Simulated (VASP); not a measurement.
# Zn (P6_3/mmc) in VASP: notebook, part 2 of 2

VASP 6.6.1. The steps go on from the part before.

### 5 Single point, LDA (volume scaled by 1.12)

Input file INCAR:

```
SYSTEM = Zn
  ALGO = Normal
  EDIFF = 1E-6
  ENCUT = 520
  ISIF = 2
  ISMEAR = -1
  LASPH = .TRUE.
  LCHARG = .FALSE.
  LREAL = .FALSE.
  LWAVE = .FALSE.
  NBANDS = 19
  NELM = 60
  PREC = Accurate
  SIGMA = 0.1
```

Input file KPOINTS:

```
k-points
0
G
  23 23 11
  0 0 0
```

Input file POSCAR:

```
Zn
1.0
    2.6699529417      0.0000000000      0.0000000000
   -1.3349764708      2.3122470744      0.0000000000
    0.0000000000      0.0000000000      4.9185286322
Zn
2
Direct
    0.3333333333      0.6666666667      0.2500000000
    0.6666666667      0.3333333333      0.7500000000
```

Potentials or basis: VASP PAW LDA potentials, release 64 (Zn).

Launch:

```
$ cat potpaw_LDA.64/Zn/POTCAR > POTCAR
$ mpirun -np 1 vasp_std > vasp.out
```

OUTCAR:

```text
SYSTEM = Zn
   EDIFF = 1E-6
   ENCUT = 520
   ISIF = 2
   ISMEAR = -1
   LASPH = .TRUE.
   LREAL = .FALSE.
   NELM = 60
   PREC = Accurate

 ion  position               nearest neighbor table
   1  0.333  0.667  0.250-   2 2.90   2 2.90   2 2.90   2 2.90   2 2.90   2 2.90
   2  0.667  0.333  0.750-   1 2.90   1 2.90   1 2.90   1 2.90   1 2.90   1 2.90

  LATTYP: Found a hexagonal cell.
 ALAT       =     2.6699529417
 C/A-ratio  =     1.8421780232

  Lattice vectors:

 A1 = (   2.6699529417,   0.0000000000,   0.0000000000)
 A2 = (  -1.3349764708,   2.3122470744,   0.0000000000)
 A3 = (   0.0000000000,   0.0000000000,   4.9185286322)

Analysis of symmetry for initial positions (statically):
=====================================================================
 Subroutine PRICEL returns:
 Original cell was already a primitive cell.

 Routine SETGRP: Setting up the symmetry group for a
 hexagonal supercell.

 Subroutine GETGRP returns: Found 24 space group operations
 (whereof 12 operations were pure point group operations)
 out of a pool of 24 trial point group operations.

The static configuration has the point symmetry D_3d.
 The point group associated with its full space group is D_6h.

Analysis of symmetry for dynamics (positions and initial velocities):
=====================================================================
 Subroutine PRICEL returns:
 Original cell was already a primitive cell.

 Routine SETGRP: Setting up the symmetry group for a
 hexagonal supercell.

 Subroutine GETGRP returns: Found 24 space group operations
 (whereof 12 operations were pure point group operations)
 out of a pool of 24 trial point group operations.

The dynamic configuration has the point symmetry D_3d.
 The point group associated with its full space group is D_6h.

 Subroutine INISYM returns: Found 24 space group operations
 (whereof 12 operations are pure point group operations),
 and found     1 'primitive' translations

----------------------------------------------------------------------------------------

                                     Primitive cell

  volume of cell :      30.3650

  direct lattice vectors                    reciprocal lattice vectors
     2.669952942  0.000000000  0.000000000     0.374538436  0.216239867  0.000000000
    -1.334976471  2.312247074  0.000000000     0.000000000  0.432479734  0.000000000
     0.000000000  0.000000000  4.918528632     0.000000000  0.000000000  0.203312835

  length of vectors
     2.669952942  2.669952942  4.918528632     0.432479734  0.432479734  0.203312835

  position of ions in fractional coordinates (direct lattice)
     0.333333333  0.666666667  0.250000000
     0.666666667  0.333333333  0.750000000

  ion indices of the primitive-cell ions
   primitive index   ion index
                 1           1
                 2           2

----------------------------------------------------------------------------------------

 KPOINTS: k-points

Automatic generation of k-mesh.
 Grid dimensions read from file:
 generate k-points for:   23   23   11

 Generating k-lattice:

  Cartesian coordinates                     Fractional coordinates (reciprocal lattice)
     0.016284280  0.009401733  0.000000000     0.043478261  0.000000000  0.000000000
     0.000000000  0.018803467  0.000000000     0.000000000  0.043478261  0.000000000
     0.000000000  0.000000000  0.018482985     0.000000000  0.000000000  0.090909091

  Length of vectors
     0.018803467  0.018803467  0.018482985

  Shift w.r.t. Gamma in fractional coordinates (k-lattice)
     0.000000000  0.000000000  0.000000000

 Subroutine IBZKPT returns following result:
 ===========================================

 Found    336 irreducible k-points:

 Following reciprocal coordinates:
            Coordinates               Weight
  0.000000  0.000000  0.000000      1.000000
  0.043478 -0.000000  0.000000      6.000000
  0.086957  0.000000  0.000000      6.000000
  0.130435  0.000000  0.000000      6.000000
  0.173913 -0.000000  0.000000      6.000000
  0.217391 -0.000000  0.000000      6.000000
[... 16 lines left out ...]
  0.478261  0.043478  0.000000      6.000000
  0.086957  0.086957  0.000000      6.000000
 [... further k-points ...]
   k-points           NKPTS =    336   k-points in BZ     NKDIM =    336   number of bands    NBANDS=     19
   number of dos      NEDOS =    301   number of ions     NIONS =      2
   total plane-waves  NPLWV =  16000
   dimension x,y,z NGX =    20 NGY =   20 NGZ =   40
   dimension x,y,z NGXF=    40 NGYF=   40 NGZF=   80
   ions per type =               2
   NGX,Y,Z   is equivalent  to a cutoff of  12.45, 12.45, 13.52 a.u.
   NGXF,Y,Z  is equivalent  to a cutoff of  24.91, 24.91, 27.04 a.u.
 SYSTEM =  Zn
   PREC   = accura    normal or accurate (medium, high low for compatibility)
   ISTART =      0    job   : 0-new  1-cont  2-samecut
   ICHARG =      2    charge: 1-file 2-atom 10-const
   ISPIN  =      1    spin polarized calculation?
   LNONCOLLINEAR =      F non collinear calculations
   LSORBIT =      F    spin-orbit coupling
   LASPH  =      T    aspherical Exc in radial PAW
   ENCUT  =  520.0 eV  38.22 Ry    6.18 a.u.   4.96  4.96  9.15*2*pi/ulx,y,z
   NELM   =     60;   NELMIN=  2; NELMDL= -5     # of ELM steps
   EDIFF  = 0.1E-05   stopping-criterion for ELM
   LREAL  =      F    real-space projection
   EDIFFG = 0.1E-04   stopping-criterion for IOM
   NSW    =      0    number of steps for IOM
   IBRION =     -1    ionic relax: 0-MD 1-quasi-New 2-CG
   NFREE  =      0    steps in history (QN), initial steepest desc. (CG)
   ISIF   =      2    stress and relaxation
   ISYM   =      2    0-nonsym 1-usesym 2-fastsym
   POTIM  = 0.5000    time-step for ionic-motion
   TEBEG  =    0.0;   TEEND  =   0.0 temperature during run
   PSTRESS=    0.0 pullay stress
   NELECT =      24.0000    total number of electrons
   NUPDOWN=      -1.0000    fix difference up-down
   EMIN   =  10.00;   EMAX   =-10.00  energy-range for DOS
   EFERMI =   0.00;   METHOD = LEGACY
   ISMEAR =    -1;   SIGMA  =   0.10  broadening in eV -4-tet -1-fermi 0-gaus
   EFERMI_NEDOS =   21; number of points for ismear=-14 and -15
   IALGO  =     38    algorithm
   IMIX   =      4    mixing-type and parameters
     AMIX     =   0.40;   BMIX     =  1.00
     AMIX_MAG =   1.60;   BMIX_MAG =  1.00
  volume/ion in A,a.u.               =      15.18       102.46
  Fermi-wavevector in a.u.,A,eV,Ry     =   1.513634  2.860354 31.172146  2.291088
  Thomas-Fermi vector in A             =   2.623399
   LORBIT       =      0    0 simple, 1 ext, 2 COOP (PROOUT), +10 PAW based schemes
   GGA     = CA    functional components
   LHFCALC =     F    Hartree Fock is set to
   AEXX    =    0.0000 exact exchange contribution
   IVDW    =     0    specifies the selected vdW correction
   LEPSILON=     F    determine dielectric tensor
   LRPA    =     F    only Hartree local field effects (RPA)
 non-spin polarized calculation
  energy-cutoff  :      520.00
  volume of cell :       30.36
 maximum number of plane-waves:       845
 NGX is ok and might be reduce to    20
   NGX =  9   NGY =  9   NGZ = 19

 number of electron      24.0000003 magnetization

 Free energy of the ion-electron system (eV)
  ---------------------------------------------------
  ext. energy  EPLUGINS =         0.00000000
  ---------------------------------------------------
  free energy    TOTEN  =        -3.66925694 eV

  energy without entropy =       -3.65328757  energy(sigma->0) =       -3.66127225

 E-fermi :   2.8997     XC(G=0): -11.8971

 val. band max:        2.8898287868   @ k =   0.1739   0.1304   0.0909
 cond. band min:       2.9065706307   @ k =   0.2609   0.0870   0.0000
 fundamental gap:      0.0167418439
 Fermi energy:         2.8996526750

 k-point     1 :       0.0000    0.0000    0.0000
  band No.  band energies     occupation
      1      -7.5250      2.00000
      2      -5.7737      2.00000
      3      -5.0888      2.00000
      4      -4.8685      2.00000
      5      -4.8685      2.00000
      6      -4.8167      2.00000
[... 11 lines left out ...]
     18      21.7658      0.00000
     19      21.7658      0.00000
[... 485 lines left out ...]
 k-point    24 :       0.0870    0.0870    0.0000
  band No.  band energies     occupation
      1      -6.8689      2.00000
      2      -5.5238      2.00000
      3      -5.0538      2.00000
      4      -4.9002      2.00000
      5      -4.8815      2.00000
      6      -4.7090      2.00000
[... 11 lines left out ...]
     18      20.6032      0.00000
     19      21.6263      0.00000

 [... further k-points ...]

------------------------ aborting loop because EDIFF is reached ----------------------------------------

  FORCE on cell =-STRESS in cart. coord.  units (eV):
  Direction    XX          YY          ZZ          XY          YZ          ZX
  --------------------------------------------------------------------------------------
  -------------------------------------------------------------------------------------
  Total       -1.7823217     -1.7823217     -1.1951961     -0.0000000     -0.0000000      0.0000000
  in kB      -94.0423839    -94.0423839    -63.0633001     -0.0000000     -0.0000000      0.0000000
  external PRESSURE =     -83.7160227 kB  Pullay stress =       0.0000000 kB

 VOLUME and BASIS-vectors are now :
 -----------------------------------------------------------------------------
  energy-cutoff  :      520.00
  volume of cell :       30.36
      direct lattice vectors                 reciprocal lattice vectors
     2.669952942  0.000000000  0.000000000     0.374538436  0.216239867  0.000000000
    -1.334976471  2.312247074  0.000000000     0.000000000  0.432479734  0.000000000
     0.000000000  0.000000000  4.918528632     0.000000000  0.000000000  0.203312835

 POSITION                                       TOTAL-FORCE (eV/Angst)
 -----------------------------------------------------------------------------------
     -0.00000      1.54150      1.22963         0.000000     -0.000000      0.000000
      1.33498      0.77075      3.68890        -0.000000      0.000000     -0.000000
 -----------------------------------------------------------------------------------
    total drift:                               -0.000000      0.000000      0.000000

  FREE ENERGIE OF THE ION-ELECTRON SYSTEM (eV)
  ---------------------------------------------------
  free  energy   TOTEN  =        -3.6692569357 eV

  energy  without entropy=       -3.6532875670  energy(sigma->0) =       -3.66127225
```

OSZICAR:

```text
N       E                     dE             d eps       ncg     rms          rms(c)
DAV:   1     0.112792186132E+03    0.11279E+03   -0.12301E+04 13275   0.200E+03
DAV:   2     0.140523824276E+01   -0.11139E+03   -0.10772E+03 12848   0.297E+02
DAV:   3    -0.389257993571E+01   -0.52978E+01   -0.52748E+01 14235   0.711E+01
DAV:   4    -0.392607376857E+01   -0.33494E-01   -0.33485E-01 13999   0.586E+00
DAV:   5    -0.392612029165E+01   -0.46523E-04   -0.46523E-04 13906   0.198E-01    0.400E+00
DAV:   6    -0.369395092559E+01    0.23217E+00   -0.87154E-01 14215   0.197E+01    0.300E+00
DAV:   7    -0.367742886450E+01    0.16522E-01   -0.35408E-02 16207   0.318E+00    0.154E+00
DAV:   8    -0.366928066609E+01    0.81482E-02   -0.29564E-03 17414   0.691E-01    0.472E-02
DAV:   9    -0.366925305808E+01    0.27608E-04   -0.24439E-04 16410   0.181E-01    0.330E-02
DAV:  10    -0.366925699716E+01   -0.39391E-05   -0.15380E-05 13686   0.304E-02    0.269E-03
DAV:  11    -0.366925693571E+01    0.61450E-07   -0.73231E-07  7972   0.141E-02
   1 F= -.36692569E+01 E0= -.36612723E+01  d E =-.159694E-01
```

stdout:

```text
POSCAR found type information on POSCAR Zn
 POSCAR found :  1 types and       2 ions
 scaLAPACK will be used
 LDA part: xc-table for (Slater(with rela. corr.)+CA(PZ))
 , standard interpolation
 POSCAR, INCAR and KPOINTS ok, starting setup
 FFT: planning ... GRIDC
 FFT: planning ... GRID_SOFT
 FFT: planning ... GRID
 WAVECAR not read
 entering main loop
```

It used 220 s of CPU time on 1 thread of AMD EPYC 7R13 Processor (Zen 3), on a shared host.

What came out:

```
Free energy            : -3.6693 eV
Pressure               : -8.4 GPa
Band gap on the k mesh : zero (band 12 reaches 4.54 eV, above the bottom of band 13 at -0.12 eV)
```

Stress tensor (GPa, compression positive):
```
-9.40  0.00  0.00
 0.00 -9.40  0.00
 0.00  0.00 -6.31
```

### 6 Overview

| cell | k mesh | gap on the mesh (eV) | pressure (GPa) |
| --- | --- | --- | --- |
| a = 2.571, b = 2.571, c = 4.736 Å, angles 90.0, 90.0, 120.0°, 2 atoms | 20 × 20 × 10 | none | 0.8 |
| a = 2.571, b = 2.571, c = 4.736 Å, angles 90.0, 90.0, 120.0°, 2 atoms | 23 × 23 × 11 | none | 0.8 |
| a = 2.638, b = 2.638, c = 4.859 Å, angles 90.0, 90.0, 120.0°, 2 atoms | 23 × 23 × 11 | none | -6.1 |
| a = 2.670, b = 2.670, c = 4.919 Å, angles 90.0, 90.0, 120.0°, 2 atoms | 23 × 23 × 11 | none | -8.4 |

Alike in all rows: task single point; level LDA; potentials or basis VASP PAW LDA potentials, release 64 (Zn); no spin polarisation; cutoff (eV) 520; smearing fermi-dirac 0.1 eV.

Total energies depend on the potentials used, so only differences within one code and one set of settings carry meaning.
